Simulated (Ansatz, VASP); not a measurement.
## V in VASP and in Ansatz

```
V
1.0
     0.00000    2.77830    2.77830
     2.77830    0.00000    2.77830
     2.77830    2.77830    0.00000
V
2
Direct
  0.00000 0.00000 0.00000
  0.25000 0.25000 0.25000
```

Change from the starting cell: volume scaled by 1.05, crystal datasets.

Alike in both runs: task electric field gradients; functional PBE; k mesh 10 × 10 × 10; occupations fermi-dirac, width 0.08 eV; collinear spin.

|  | VASP | Ansatz |
| --- | --- | --- |
| version | VASP 6.6.1 | Ansatz 0.2.0 |
| potentials or method | VASP PAW PBE potentials, release 64 (V_sv), cutoff 520 eV | all-electron PAW with datasets made for the crystal, scalar-relativistic |

Ansatz gave:

```
pressure (GPa)                                                : -2.7
net moment per atom (μB)                                      : 1.91
size of the moment on the site where the two differ most (μB) : 1.48
```

Task: Which values does VASP return?

Result: Pressure (GPa): -2.5; net moment per atom (μB): 1.91; size of the moment on the site where the two differ most (μB): 1.72.

Site moments also hang on the region over which each program counts them. Ansatz ran all-electron here, and VASP with PAW potentials.
